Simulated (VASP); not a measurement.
Set up this calculation in VASP 6.6.1, as the native input.

```
Task                   : single point
Functional             : PBE
Potentials or basis    : VASP PAW PBE potentials, release 64 (Al)
Cutoff                 : 400 eV
k mesh                 : 7 × 7 × 1
Occupations            : methfessel-paxton, width 0.1 eV
Spin                   : no spin polarisation
Dipole correction      : yes
Electric field (eV/Å)  : -0.2 eV/Å
Further INCAR settings : ALGO = Normal; EDIFF = 1e-06; NBANDS = 12; NELMDL = -8; EFIELD = -0.2
```

The structure of Al lies in POSCAR:

```
Al
1.0
    2.8635066922      0.0000000000      0.0000000000
    0.0000000000      2.8635066922      0.0000000000
    0.0000000000      0.0000000000     16.0496100000
Al
3
Direct
    0.0000000000      0.0000000000      0.3738408597
    0.5000000000      0.5000000000      0.5000000000
    1.0000000000      0.0000000000      0.6261591403
```

One way to write it, as run:

INCAR

```
SYSTEM = Al
PREC = Accurate
ENCUT = 400
EDIFF = 1E-6
ISMEAR = 1
SIGMA = 0.1
LREAL = .FALSE.
LASPH = .TRUE.
NELM = 120
ALGO = Normal
ISIF = 2
LWAVE = .FALSE.
LCHARG = .FALSE.
LDIPOL = .TRUE.
IDIPOL = 3
DIPOL = 0.5 0.5 0.500
GGA = PE
NBANDS = 12
EFIELD = -0.2
GGA_COMPAT = .FALSE.
NELMDL = -8
```

KPOINTS

```
regular mesh
0
G
  7 7 1
  0 0 0
```

Potentials or basis: VASP PAW PBE potentials, release 64 (Al).

Run with:

```console
$ cat potpaw_PBE.64/Al/POTCAR > POTCAR
$ mpirun -np 1 vasp_std > vasp.out
```

It gave:

```json
{"Largest force": "0.012 eV/Å", "Band gap on the k mesh": "zero (an odd number of electrons rules out a gap without spin polarisation)"}
```

Wall time 16 s on 1 thread of Intel(R) Xeon(R) Platinum 8259CL CPU @ 2.50GHz (Skylake/Cascade Lake), with other jobs on the host, peak memory 0.18 GiB.
